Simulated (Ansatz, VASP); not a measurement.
# Ni: VASP beside Ansatz

```xyz
3
Lattice="2.4880 0.0000 0.0000 -1.2440 2.1547 0.0000 0.0000 0.0000 20.0629" Properties=species:S:1:pos:R:3 pbc="T T T"
Ni    0.0000    0.7182    8.0000
Ni    0.0000    2.1547   10.0314
Ni    1.2440    1.4365   12.0629
```

Alike in both runs: task single point; functional PBEsol; k mesh 19 × 19 × 1; occupations fermi-dirac, width 0.05 eV; collinear spin.

|  | VASP | Ansatz |
| --- | --- | --- |
| version | VASP 6.6.1 | Ansatz 0.2.0 |
| potentials or method | VASP PAW PBE potentials, release 64 (Ni), cutoff 520 eV | all-electron LAPW, scalar-relativistic |

|  | VASP | Ansatz | Ansatz less VASP |
| --- | --- | --- | --- |
| gap on the k mesh at the Fermi level (eV) | none | none | - |
| rms of the force components (eV/Å) | 0.236 | 0.239 | +0.0035 |
| net moment per atom (μB) | 0.72 | 0.73 | +0.014 |
| size of the moment on the site where the two differ most (μB) | 0.75 | 0.78 | +0.030 |

VASP's potentials were made for PBE, not for PBEsol. Site moments also hang on the region over which each program counts them. Atom by atom the forces differ by 0.003 eV/Å (rms over components). A gap of «none» marks a metal or a gap that the smearing closes. Ansatz ran all-electron here, and VASP with PAW potentials.
